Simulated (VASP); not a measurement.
# TiAl3 (P1) in VASP: single point with PBE

Aim: the single point of TiAl3 with PBE.

Everything below comes from runs of VASP 6.6.1. Logs are shortened: lines on timing, memory, paths and dates and some standing lists are left out, and cuts for length are marked.

## (1) The cell of the first run

The typed cell holds 20 atoms: a = 7.494 Å, b = 7.483 Å, c = 7.495 Å, α = 112.03°, β = 108.13°, γ = 108.05°.

## (2) Single point, PBE

File INCAR:

```
  ALGO = Normal
  EDIFF = 1E-6
  ENCUT = 550
  GGA = PE
  GGA_COMPAT = F
  ISIF = 2
  ISMEAR = 0
  ISYM = 0
  KPAR = 8
  LASPH = T
  LCHARG = T
  LREAL = F
  LVHAR = T
  LWAVE = F
  NBANDS = 68
  NELM = 120
  PREC = Accurate
  SIGMA = 0.1
```

File KPOINTS:

```
k-points
0
Gamma
  4 4 4
```

File POSCAR:

```
TiAl3
1.0
   -5.9023816106     -1.9719760732     -4.1749439562
    1.9544704618     -5.8903361884      4.1815468645
   -1.9719259370      5.8923720794      4.1907306637
Ti Al
5 15
Direct
    0.1950406343      0.4030026314      0.7970857395
    0.8084033541      0.6002143573      0.2057199804
    0.3893824634      0.7909884004      0.5952502373
    0.6061738136      0.2053315937      0.4009141706
    0.0994389514      0.4454191376      0.1451940042
    0.0036965089      0.0027225189      0.0045368165
    0.4035122235      0.3099290170      0.1034940775
    0.2070946200      0.8958449953      0.2998495046
    0.9989274160      0.4980556205      0.4969905209
    0.5982830716      0.6985312610      0.9015497915
    0.7947568289      0.1011160086      0.7011540501
    0.6970832025      0.6495368966      0.5485879834
    0.4965060248      0.2490103525      0.7467147146
    0.3053336752      0.8523142743      0.9539399877
    0.8953906857      0.0465562672      0.3563440918
    0.4982461912      0.7489053723      0.2496565762
    0.3057272386      0.3532980208      0.4547788971
    0.1040826570      0.9557115372      0.6476904875
    0.6937355851      0.1488809069      0.0439430228
    0.8977278461      0.5444558683      0.8506249035
```

Potentials or basis: VASP PAW PBE potentials, release 64 (Ti_sv, Al).

Started as:

```bash
$ cat potpaw_PBE.64/Ti_sv/POTCAR potpaw_PBE.64/Al/POTCAR > POTCAR
$ mpirun -np 8 vasp_std > vasp.out
```

OUTCAR:

```text
EDIFF = 1E-6
   ENCUT = 550
   GGA = PE
   ISIF = 2
   ISMEAR = 0
   ISYM = 0
   LASPH = T
   LREAL = F
   NELM = 120
   PREC = Accurate

 ion  position               nearest neighbor table
   1  0.195  0.403  0.797-   9 2.74  10 2.78   7 2.80  11 2.80  20 2.82  14 2.84   5 2.85  15 2.85
                            17 2.86  18 2.87  16 2.89  13 2.90
   2  0.808  0.600  0.206-   9 2.72   7 2.78   8 2.78  10 2.82   5 2.84  19 2.85  18 2.85  20 2.86
                            15 2.87  12 2.87  16 2.92  13 2.93
   3  0.389  0.791  0.595-   9 2.72   8 2.73  10 2.80  17 2.82  11 2.83  18 2.84  14 2.85   5 2.86
                            12 2.88  16 2.89  19 2.89  13 2.91
   4  0.606  0.205  0.401-   9 2.74  11 2.77   7 2.80   8 2.80  15 2.82  12 2.85  20 2.85  19 2.86
                            17 2.87  14 2.87  13 2.89  16 2.90
   5  0.099  0.445  0.145-  20 2.75  16 2.78  19 2.80  17 2.81   7 2.82   6 2.84   2 2.84   1 2.85
                            11 2.85   8 2.86   3 2.86   9 2.88
   6  0.004  0.003  0.005-   8 2.80   7 2.81  11 2.81  10 2.82   5 2.84  14 2.88  17 2.88  19 2.90
                            20 2.91  12 2.92  18 2.92  15 2.93
   7  0.404  0.310  0.103-   2 2.78   4 2.80   1 2.80  16 2.80   6 2.81   5 2.82  12 2.83  19 2.86
                            17 2.88  13 2.88  18 2.91  14 2.93
   8  0.207  0.896  0.300-   3 2.73   2 2.78  16 2.79   6 2.80   4 2.80  14 2.84   5 2.86  18 2.86
                            13 2.86  20 2.89  17 2.92  15 2.97
   9  0.999  0.498  0.497-   2 2.72   3 2.72   4 2.74   1 2.74  17 2.88   5 2.88  15 2.89  12 2.89
                            19 2.90  20 2.91  18 2.92  14 2.92
  10  0.598  0.699  0.902-   1 2.78   3 2.80   6 2.82   2 2.82  14 2.84  17 2.85  16 2.86  13 2.86
                            20 2.88  12 2.89  19 2.89  15 2.90
  11  0.795  0.101  0.701-   4 2.77   1 2.80   6 2.81  20 2.82  19 2.83   3 2.83  15 2.83  13 2.84
                             5 2.85  12 2.88  16 2.89  18 2.92
  12  0.697  0.650  0.549-  17 2.74  16 2.77  20 2.82   7 2.83  18 2.84   4 2.85   2 2.87   3 2.88
                            11 2.88  10 2.89   9 2.89   6 2.92
  13  0.497  0.249  0.747-  18 2.73  17 2.73  19 2.76  20 2.77  11 2.84  10 2.86   8 2.86   7 2.88
                             4 2.89   1 2.90   3 2.91   2 2.93
  14  0.305  0.852  0.954-  19 2.74  16 2.75  18 2.84  10 2.84  20 2.84   8 2.84   1 2.84   3 2.85
                             4 2.87   6 2.88   9 2.92   7 2.93
  15  0.895  0.047  0.356-  18 2.71  16 2.74   4 2.82  11 2.83   1 2.85  17 2.87  19 2.87   2 2.87
                             9 2.89  10 2.90   6 2.93   8 2.97
  16  0.498  0.749  0.250-  15 2.74  14 2.75  12 2.77   5 2.78   8 2.79   7 2.80  10 2.86  11 2.89
                             3 2.89   1 2.89   4 2.90   2 2.92
  17  0.306  0.353  0.455-  13 2.73  12 2.74   5 2.81   3 2.82  10 2.85   1 2.86  15 2.87   4 2.87
                             7 2.88   9 2.88   6 2.88   8 2.92
  18  0.104  0.956  0.648-  15 2.71  13 2.73   3 2.84  14 2.84  12 2.84   2 2.85   8 2.86   1 2.87
                             7 2.91   9 2.92  11 2.92   6 2.92
  19  0.694  0.149  0.044-  14 2.74  13 2.76   5 2.80  11 2.83   2 2.85   4 2.86   7 2.86  15 2.87
                            10 2.89   3 2.89   9 2.90   6 2.90
  20  0.898  0.544  0.851-   5 2.75  13 2.77  11 2.82   1 2.82  12 2.82  14 2.84   4 2.85   2 2.86
                            10 2.88   8 2.89   9 2.91   6 2.91

IMPORTANT INFORMATION: All symmetrisations will be switched off!
NOSYMM: (Re-)initialisation of all symmetry stuff for point group C_1.

----------------------------------------------------------------------------------------

                                     Primitive cell

  volume of cell :     323.9541

  direct lattice vectors                    reciprocal lattice vectors
    -5.902381611 -1.971976073 -4.174943956    -0.152256278 -0.050736697 -0.000305104
     1.954470462 -5.890336188  4.181546864    -0.050427834 -0.101767423  0.119361421
    -1.971925937  5.892372079  4.190730664    -0.101365397  0.050998835  0.119218073

  length of vectors
     7.493794456  7.483404932  7.494715746     0.160487631  0.164762629  0.164586675

  position of ions in fractional coordinates (direct lattice)
     0.195040634  0.403002631  0.797085739
     0.808403354  0.600214357  0.205719980
     0.389382463  0.790988400  0.595250237
     0.606173814  0.205331594  0.400914171
     0.099438951  0.445419138  0.145194004
     0.003696509  0.002722519  0.004536816
[... 12 lines left out ...]
     0.693735585  0.148880907  0.043943023
     0.897727846  0.544455868  0.850624903

  ion indices of the primitive-cell ions
   primitive index   ion index
                 1           1
                 2           2
                 3           3
                 4           4
                 5           5
                 6           6
[... 12 lines left out ...]
                19          19
                20          20

----------------------------------------------------------------------------------------

 KPOINTS: k-points

Automatic generation of k-mesh.
 Grid dimensions read from file:
 generate k-points for:    4    4    4

 Generating k-lattice:

  Cartesian coordinates                     Fractional coordinates (reciprocal lattice)
    -0.038064070 -0.012684174 -0.000076276     0.250000000 -0.000000000  0.000000000
    -0.012606959 -0.025441856  0.029840355    -0.000000000  0.250000000  0.000000000
    -0.025341349  0.012749709  0.029804518     0.000000000  0.000000000  0.250000000

  Length of vectors
     0.040121908  0.041190657  0.041146669

  Shift w.r.t. Gamma in fractional coordinates (k-lattice)
     0.000000000  0.000000000  0.000000000

 Subroutine IBZKPT returns following result:
 ===========================================

 Found     36 irreducible k-points:

 Following reciprocal coordinates:
            Coordinates               Weight
  0.000000  0.000000  0.000000      1.000000
  0.250000 -0.000000  0.000000      2.000000
  0.500000 -0.000000  0.000000      1.000000
 -0.000000  0.250000  0.000000      2.000000
  0.250000  0.250000  0.000000      2.000000
  0.500000  0.250000  0.000000      2.000000
[... 16 lines left out ...]
 -0.000000 -0.250000  0.250000      2.000000
  0.250000 -0.250000  0.250000      2.000000
 [... further k-points ...]
   k-points           NKPTS =     36   k-points in BZ     NKDIM =     36   number of bands    NBANDS=     68
   number of dos      NEDOS =    301   number of ions     NIONS =     20
   total plane-waves  NPLWV = 216000
   dimension x,y,z NGX =    60 NGY =   60 NGZ =   60
   dimension x,y,z NGXF=   120 NGYF=  120 NGZF=  120
   ions per type =               5  15
   NGX,Y,Z   is equivalent  to a cutoff of  13.31, 13.33, 13.31 a.u.
   NGXF,Y,Z  is equivalent  to a cutoff of  26.62, 26.66, 26.62 a.u.
 SYSTEM =  unknown system
   PREC   = accura    normal or accurate (medium, high low for compatibility)
   ISTART =      0    job   : 0-new  1-cont  2-samecut
   ICHARG =      2    charge: 1-file 2-atom 10-const
   ISPIN  =      1    spin polarized calculation?
   LNONCOLLINEAR =      F non collinear calculations
   LSORBIT =      F    spin-orbit coupling
   LASPH  =      T    aspherical Exc in radial PAW
   ENCUT  =  550.0 eV  40.42 Ry    6.36 a.u.  14.33 14.31 14.33*2*pi/ulx,y,z
   NELM   =    120;   NELMIN=  2; NELMDL= -5     # of ELM steps
   EDIFF  = 0.1E-05   stopping-criterion for ELM
   LREAL  =      F    real-space projection
   EDIFFG = 0.1E-04   stopping-criterion for IOM
   NSW    =      0    number of steps for IOM
   IBRION =     -1    ionic relax: 0-MD 1-quasi-New 2-CG
   NFREE  =      0    steps in history (QN), initial steepest desc. (CG)
   ISIF   =      2    stress and relaxation
   ISYM   =      0    0-nonsym 1-usesym 2-fastsym
   POTIM  = 0.5000    time-step for ionic-motion
   TEBEG  =    0.0;   TEEND  =   0.0 temperature during run
   PSTRESS=    0.0 pullay stress
   NELECT =     105.0000    total number of electrons
   NUPDOWN=      -1.0000    fix difference up-down
   EMIN   =  10.00;   EMAX   =-10.00  energy-range for DOS
   EFERMI =   0.00;   METHOD = LEGACY
   ISMEAR =     0;   SIGMA  =   0.10  broadening in eV -4-tet -1-fermi 0-gaus
   EFERMI_NEDOS =   21; number of points for ismear=-14 and -15
   IALGO  =     38    algorithm
   IMIX   =      4    mixing-type and parameters
     AMIX     =   0.40;   BMIX     =  1.00
     AMIX_MAG =   1.60;   BMIX_MAG =  1.00
  volume/ion in A,a.u.               =      16.20       109.31
  Fermi-wavevector in a.u.,A,eV,Ry     =   1.124545  2.125082 17.205943  1.264601
  Thomas-Fermi vector in A             =   2.261217
   LORBIT       =      0    0 simple, 1 ext, 2 COOP (PROOUT), +10 PAW based schemes
   GGA     = PE    functional components
   LHFCALC =     F    Hartree Fock is set to
   AEXX    =    0.0000 exact exchange contribution
   IVDW    =     0    specifies the selected vdW correction
   LEPSILON=     F    determine dielectric tensor
   LRPA    =     F    only Hartree local field effects (RPA)
 non-spin polarized calculation
 Gauss-broadening in eV      SIGMA  =   0.10
  energy-cutoff  :      550.00
  volume of cell :      323.95
 maximum number of plane-waves:      9522
 NGX is ok and might be reduce to    60
   NGX = 29   NGY = 29   NGZ = 29

 number of electron     105.0000001 magnetization

 Free energy of the ion-electron system (eV)
  ---------------------------------------------------
  ext. energy  EPLUGINS =         0.00000000
  ---------------------------------------------------
  free energy    TOTEN  =      -101.09816751 eV

  energy without entropy =     -101.04927342  energy(sigma->0) =     -101.07372046

 E-fermi :   8.1898     XC(G=0): -10.6517

 val. band max:        8.1852682913   @ k =   0.5000   0.0000   0.5000
 cond. band min:       8.2017393004   @ k =   0.5000  -0.2500   0.2500
 fundamental gap:      0.0164710091
 Fermi energy:         8.1898382193

 k-point     1 :       0.0000    0.0000    0.0000
  band No.  band energies     occupation
      1     -48.5034      2.00000
      2     -48.4152      2.00000
      3     -48.3988      2.00000
      4     -48.3869      2.00000
      5     -48.3702      2.00000
      6     -24.8651      2.00000
[... 56 lines left out ...]
     63       9.6831      0.00000
     64       9.7641      0.00000

 k-point     2 :       0.2500   -0.0000    0.0000
  band No.  band energies     occupation
      1     -48.5034      2.00000
      2     -48.4152      2.00000
      3     -48.3988      2.00000
      4     -48.3869      2.00000
      5     -48.3702      2.00000
      6     -24.8651      2.00000
[... 56 lines left out ...]
     63       9.6736      0.00000
     64       9.8554      0.00000

 k-point     3 :       0.5000   -0.0000    0.0000
  band No.  band energies     occupation
      1     -48.5034      2.00000
      2     -48.4152      2.00000
      3     -48.3988      2.00000
      4     -48.3869      2.00000
      5     -48.3701      2.00000
      6     -24.8651      2.00000
[... 1396 lines left out ...]
     63       9.6991      0.00000
     64       9.8097      0.00000

 k-point    24 :       0.2500   -0.2500    0.2500
  band No.  band energies     occupation
      1     -48.5034      2.00000
      2     -48.4152      2.00000
      3     -48.3988      2.00000
      4     -48.3869      2.00000
      5     -48.3701      2.00000
      6     -24.8646      2.00000
[... 56 lines left out ...]
     63       9.7809      0.00000
     64       9.8557      0.00000

 [... further k-points ...]

 [bands above 64 left out]

------------------------ aborting loop because EDIFF is reached ----------------------------------------

  FORCE on cell =-STRESS in cart. coord.  units (eV):
  Direction    XX          YY          ZZ          XY          YZ          ZX
  --------------------------------------------------------------------------------------
  -------------------------------------------------------------------------------------
  Total       -0.0445767     -0.0421553     -0.1050951      0.0243786     -0.0045202     -0.0082384
  in kB       -0.2204625     -0.2084873     -0.5197679      0.1205691     -0.0223553     -0.0407445
  external PRESSURE =      -0.3162392 kB  Pullay stress =       0.0000000 kB

 VOLUME and BASIS-vectors are now :
 -----------------------------------------------------------------------------
  energy-cutoff  :      550.00
  volume of cell :      323.95
      direct lattice vectors                 reciprocal lattice vectors
    -5.902381611 -1.971976073 -4.174943956    -0.152256278 -0.050736697 -0.000305104
     1.954470462 -5.890336188  4.181546864    -0.050427834 -0.101767423  0.119361421
    -1.971925937  5.892372079  4.190730664    -0.101365397  0.050998835  0.119218073

 POSITION                                       TOTAL-FORCE (eV/Angst)
 -----------------------------------------------------------------------------------
     -1.93534      1.93829      4.21126         0.006583      0.004742     -0.024775
     -4.00407     -3.91744     -0.00310        -0.000326     -0.001134      0.011159
     -1.92611     -1.91960      4.17644        -0.001735     -0.002109      0.008862
     -3.96713     -0.04250      0.00799         0.002913     -0.000706     -0.002165
     -0.00268     -1.96422      2.05586        -0.006186      0.003258     -0.000434
     -0.02544      0.00341      0.01496        -0.013645      0.006845     -0.004655
[... 12 lines left out ...]
     -3.89036     -1.98606     -2.08960         0.007881      0.003395     -0.006988
     -5.91198      0.03487      2.09344         0.001582      0.000079      0.004032
 -----------------------------------------------------------------------------------
    total drift:                               -0.000304      0.000249     -0.000181

  FREE ENERGIE OF THE ION-ELECTRON SYSTEM (eV)
  ---------------------------------------------------
  free  energy   TOTEN  =      -101.0981675070 eV

  energy  without entropy=     -101.0492734216  energy(sigma->0) =     -101.07372046
```

Wall time 7.9 min (8 MPI ranks of AMD EPYC 7R43 (Zen 3), shared host); peak memory 0.85 GiB.

What came out:

| Item | Value |
| --- | --- |
| Free energy | -101.0982 eV |
| Pressure | 0.0 GPa |
| Largest force | 0.026 eV/Å |
| Band gap on the k mesh | zero (an odd number of electrons rules out a gap without spin polarisation) |

Forces on the atoms (eV/Å):
```
Ti   0.007  0.005 -0.025
Ti   0.000 -0.001  0.011
Ti  -0.002 -0.002  0.009
Ti   0.003 -0.001 -0.002
Ti  -0.006  0.003  0.000
Al  -0.014  0.007 -0.005
Al   0.006  0.001 -0.002
Al   0.004 -0.009 -0.016
Al  -0.002  0.005  0.010
Al  -0.006 -0.005  0.003
Al  -0.004  0.010  0.009
Al  -0.007 -0.004  0.009
Al   0.011 -0.007  0.000
Al   0.002 -0.007  0.003
Al  -0.003 -0.005 -0.009
Al   0.002  0.002  0.004
Al  -0.001  0.007 -0.002
Al   0.002  0.001  0.006
Al   0.008  0.003 -0.007
Al   0.002  0.000  0.004
```
